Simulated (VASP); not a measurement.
# Pd (Fm-3m) in VASP: a series of runs

Runs on Pd. Level: PBE. Tasks: single point.

Everything below comes from runs of VASP 6.6.1. Logs are shortened: lines on timing, memory, paths and dates and some standing lists are left out, and cuts for length are marked.

### 1 The cell of the first run

It takes space group Fm-3m (No. 225, cubic). The conventional cell has a = 3.695 Å, b = 3.695 Å, c = 3.695 Å, α = 90.00°, β = 90.00°, γ = 90.00°. Within 3.4 Å of Pd (site symmetry m-3m) lie 12 Pd at 2.61 Å.

### 2 Single point, PBE (strain -0.050 along x and y, -0.050 along z)

INCAR

```
PREC = Accurate ; ENCUT = 520
EDIFF = 1E-6 ; ISMEAR = 0
SIGMA = 0.15 ; LREAL = F
LASPH = T ; NELM = 60
ALGO = Normal ; ISIF = 2
LWAVE = F ; LCHARG = T
GGA = PE ; LELF = T
LVHAR = T ; NBANDS = 11
```

KPOINTS

```
regular mesh
0
Gamma
  20 20 20
```

POSCAR

```
Pd
1.0
    0.0000000000      1.8476550000      1.8476550000
    1.8476550000      0.0000000000      1.8476550000
    1.8476550000      1.8476550000      0.0000000000
Pd
1
Direct
    0.0000000000      0.0000000000      0.0000000000
```

Potentials or basis: VASP PAW PBE potentials, release 64 (Pd).

Command:

```bash
$ cat potpaw_PBE.64/Pd/POTCAR > POTCAR
$ mpirun -np 1 vasp_std > vasp.out
```

OUTCAR:

```text
PREC = Accurate
   ENCUT = 520
   EDIFF = 1E-6
   ISMEAR = 0
   LREAL = F
   LASPH = T
   NELM = 60
   ISIF = 2
   GGA = PE

 ion  position               nearest neighbor table
   1  0.000  0.000  0.000-

  LATTYP: Found a face centered cubic cell.
 ALAT       =     3.6953100000

  Lattice vectors:

 A1 = (   0.0000000000,   1.8476550000,   1.8476550000)
 A2 = (   1.8476550000,   0.0000000000,   1.8476550000)
 A3 = (   1.8476550000,   1.8476550000,   0.0000000000)

Analysis of symmetry for initial positions (statically):
=====================================================================
 Subroutine PRICEL returns:
 Original cell was already a primitive cell.

 Routine SETGRP: Setting up the symmetry group for a
 face centered cubic supercell.

 Subroutine GETGRP returns: Found 48 space group operations
 (whereof 48 operations were pure point group operations)
 out of a pool of 48 trial point group operations.

The static configuration has the point symmetry O_h .

Analysis of symmetry for dynamics (positions and initial velocities):
=====================================================================
 Subroutine PRICEL returns:
 Original cell was already a primitive cell.

 Routine SETGRP: Setting up the symmetry group for a
 face centered cubic supercell.

 Subroutine GETGRP returns: Found 48 space group operations
 (whereof 48 operations were pure point group operations)
 out of a pool of 48 trial point group operations.

The dynamic configuration has the point symmetry O_h .

 Subroutine INISYM returns: Found 48 space group operations
 (whereof 48 operations are pure point group operations),
 and found     1 'primitive' translations

----------------------------------------------------------------------------------------

                                     Primitive cell

  volume of cell :      12.6152

  direct lattice vectors                    reciprocal lattice vectors
     0.000000000  1.847655000  1.847655000    -0.270613291  0.270613291  0.270613291
     1.847655000  0.000000000  1.847655000     0.270613291 -0.270613291  0.270613291
     1.847655000  1.847655000  0.000000000     0.270613291  0.270613291 -0.270613291

  length of vectors
     2.612978760  2.612978760  2.612978760     0.468715969  0.468715969  0.468715969

  position of ions in fractional coordinates (direct lattice)
     0.000000000  0.000000000  0.000000000

  ion indices of the primitive-cell ions
   primitive index   ion index
[... 73 lines left out ...]
   EDIFF  = 0.1E-05   stopping-criterion for ELM
   LREAL  =      F    real-space projection
   EDIFFG = 0.1E-04   stopping-criterion for IOM
   NSW    =      0    number of steps for IOM
   IBRION =     -1    ionic relax: 0-MD 1-quasi-New 2-CG
   NFREE  =      0    steps in history (QN), initial steepest desc. (CG)
   ISIF   =      2    stress and relaxation
   ISYM   =      2    0-nonsym 1-usesym 2-fastsym
   POTIM  = 0.5000    time-step for ionic-motion
   TEBEG  =    0.0;   TEEND  =   0.0 temperature during run
   PSTRESS=    0.0 pullay stress
   NELECT =      10.0000    total number of electrons
   NUPDOWN=      -1.0000    fix difference up-down
   EMIN   =  10.00;   EMAX   =-10.00  energy-range for DOS
   EFERMI =   0.00;   METHOD = LEGACY
   ISMEAR =     0;   SIGMA  =   0.15  broadening in eV -4-tet -1-fermi 0-gaus
   EFERMI_NEDOS =   21; number of points for ismear=-14 and -15
   IALGO  =     38    algorithm
   IMIX   =      4    mixing-type and parameters
     AMIX     =   0.40;   BMIX     =  1.00
     AMIX_MAG =   1.60;   BMIX_MAG =  1.00
  volume/ion in A,a.u.               =      12.62        85.13
  Fermi-wavevector in a.u.,A,eV,Ry     =   1.515109  2.863141 31.232936  2.295556
  Thomas-Fermi vector in A             =   2.624677
   LORBIT       =      0    0 simple, 1 ext, 2 COOP (PROOUT), +10 PAW based schemes
   GGA     = PE    functional components
   LHFCALC =     F    Hartree Fock is set to
   AEXX    =    0.0000 exact exchange contribution
   IVDW    =     0    specifies the selected vdW correction
   LEPSILON=     F    determine dielectric tensor
   LRPA    =     F    only Hartree local field effects (RPA)
 non-spin polarized calculation
 Gauss-broadening in eV      SIGMA  =   0.15
  energy-cutoff  :      520.00
  volume of cell :       12.62
 maximum number of plane-waves:       350
   NGX =  9   NGY =  9   NGZ =  9

 number of electron      10.0000002 magnetization

 Free energy of the ion-electron system (eV)
  ---------------------------------------------------
  ext. energy  EPLUGINS =         0.00000000
  ---------------------------------------------------
  free energy    TOTEN  =        -4.85300677 eV

  energy without entropy =       -4.83167199  energy(sigma->0) =       -4.84233938

 E-fermi :  12.6723     XC(G=0): -14.1870

 val. band max:       12.6711972413   @ k =   0.5000   0.2500   0.0500
 cond. band min:      12.6742602343   @ k =  -0.4500   0.3000   0.0000
 fundamental gap:      0.0030629930
 Fermi energy:        12.6723023693

 k-point     1 :       0.0000    0.0000    0.0000
  band No.  band energies     occupation
      1       4.2533      2.00000
      2       9.0244      2.00000
      3       9.0244      2.00000
      4       9.0244      2.00000
      5      11.1027      2.00000
      6      11.1027      2.00000
      7      29.8017      0.00000
      8      35.5015      0.00000
      9      35.5015      0.00000
     10      35.5015      0.00000
     11      38.1974      0.00000
[... 309 lines left out ...]
 k-point    24 :      -0.3500    0.0500    0.0000
  band No.  band energies     occupation
      1       6.2578      2.00000
      2       9.0886      2.00000
      3       9.1718      2.00000
      4      10.7542      2.00000
      5      11.9094      2.00000
      6      12.7430      0.50501
      7      24.3757      0.00000
      8      30.1054      0.00000
      9      35.6113      0.00000
     10      37.3450      0.00000
     11      38.2220      0.00000

 [... further k-points ...]
[... 5 lines left out ...]
  --------------------------------------------------------------------------------------
  -------------------------------------------------------------------------------------
  Total        4.3255930      4.3255930      4.3255930     -0.0000000      0.0000000      0.0000000
  in kB      549.3683005    549.3683005    549.3683005     -0.0000000      0.0000000      0.0000000
  external PRESSURE =     549.3683005 kB  Pullay stress =       0.0000000 kB

 VOLUME and BASIS-vectors are now :
 -----------------------------------------------------------------------------
  energy-cutoff  :      520.00
  volume of cell :       12.62
      direct lattice vectors                 reciprocal lattice vectors
     0.000000000  1.847655000  1.847655000    -0.270613291  0.270613291  0.270613291
     1.847655000  0.000000000  1.847655000     0.270613291 -0.270613291  0.270613291
     1.847655000  1.847655000  0.000000000     0.270613291  0.270613291 -0.270613291

 POSITION                                       TOTAL-FORCE (eV/Angst)
 -----------------------------------------------------------------------------------
      0.00000      0.00000      0.00000         0.000000     -0.000000      0.000000
 -----------------------------------------------------------------------------------
    total drift:                                0.000000      0.000000      0.000000

  FREE ENERGIE OF THE ION-ELECTRON SYSTEM (eV)
  ---------------------------------------------------
  free  energy   TOTEN  =        -4.8530067710 eV

  energy  without entropy=       -4.8316719867  energy(sigma->0) =       -4.84233938
```

stdout:

```text
POSCAR found type information on POSCAR Pd
 POSCAR found :  1 types and       1 ions
 scaLAPACK will be used
 LDA part: xc-table for (Slater+PW92), standard interpolation
 POSCAR, INCAR and KPOINTS ok, starting setup
 FFT: planning ... GRIDC
 FFT: planning ... GRID_SOFT
 FFT: planning ... GRID
 WAVECAR not read
 entering main loop
```

Run time: 13 s. Hardware: 1 thread of Intel Xeon 6975P-C (Granite Rapids), shared host; peak memory 0.15 GiB.

What came out:

```yaml
Free_energy: -4.8530 eV
Pressure: 54.9 GPa
Band_gap_on_the_k_mesh: zero (band 5 reaches 13.08 eV, above the bottom of band 6 at 11.00 eV)
```

Caveat: the cell differs from its parent crystal (strain -0.050 along x and y, -0.050 along z).

(Part 1 of 2 ends here.)
